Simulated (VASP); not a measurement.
Crystal: Cd3Te5.

```
Cd Te
1.0
     6.20000    0.00000    0.00000
     0.00000    6.20000    0.00000
     0.00000    0.00000    6.20000
Cd Te
3 5
Direct
  0.50000 0.00000 0.50000
  0.50000 0.50000 0.00000
  0.00000 0.50000 0.50000
  0.00000 0.00000 0.00000
  0.25000 0.75000 0.75000
  0.75000 0.75000 0.25000
  0.75000 0.25000 0.75000
  0.25000 0.25000 0.25000
```

```yaml
Program: VASP 6.6.1
Task: relaxation of cell and atoms
Functional: PBE
Potentials_or_basis: VASP PAW PBE potentials, release 64 (Cd, Te)
Cutoff: 600 eV
k_mesh: 3 × 3 × 3
Occupations: gaussian, width 0.2 eV
Spin: no spin polarisation
```

At the start: pressure 17.4 GPa; volume 29.79 Å³/atom.

Question: How do energy, volume and symmetry change on relaxing?

Answer: Over 7 steps the energy falls by 469.2 meV/atom and the volume is 38.96 Å³/atom (+30.8 %); space group P-43m (No. 215, to 0.05 Å).

Step by step:
```
step  energy change (eV)  largest force (eV/Å)  pressure (GPa)  volume (Å³)
   1              0.0000                2.1351           17.40       238.33
   2             -3.0804                0.1721           -3.27       368.25
   3             -3.6307                0.5377           -0.12       318.42
   4             -3.6313                0.5199           -0.28       320.18
   5             -3.6791                0.4123           -0.19       318.30
   6             -3.7520                0.0897            0.20       312.69
   7             -3.7536                0.0322            0.28       311.69
```

Final structure:
```yaml
crystal:
  lattice:
    - [6.78021, 0.00000, 0.00000]
    - [0.00000, 6.78021, 0.00000]
    - [0.00000, 0.00000, 6.78021]
  atoms:
    - { symbol: Cd, position: [0.50000, 0.00000, 0.50000] }
    - { symbol: Cd, position: [0.50000, 0.50000, 0.00000] }
    - { symbol: Cd, position: [0.00000, 0.50000, 0.50000] }
    - { symbol: Te, position: [0.00000, 0.00000, 0.00000] }
    - { symbol: Te, position: [0.26608, 0.73392, 0.73392] }
    - { symbol: Te, position: [0.73392, 0.73392, 0.26608] }
    - { symbol: Te, position: [0.73392, 0.26608, 0.73392] }
    - { symbol: Te, position: [0.26608, 0.26608, 0.26608] }
```

Caveat: the volume moved by over 15 % at a fixed basis, so the end points are rough.
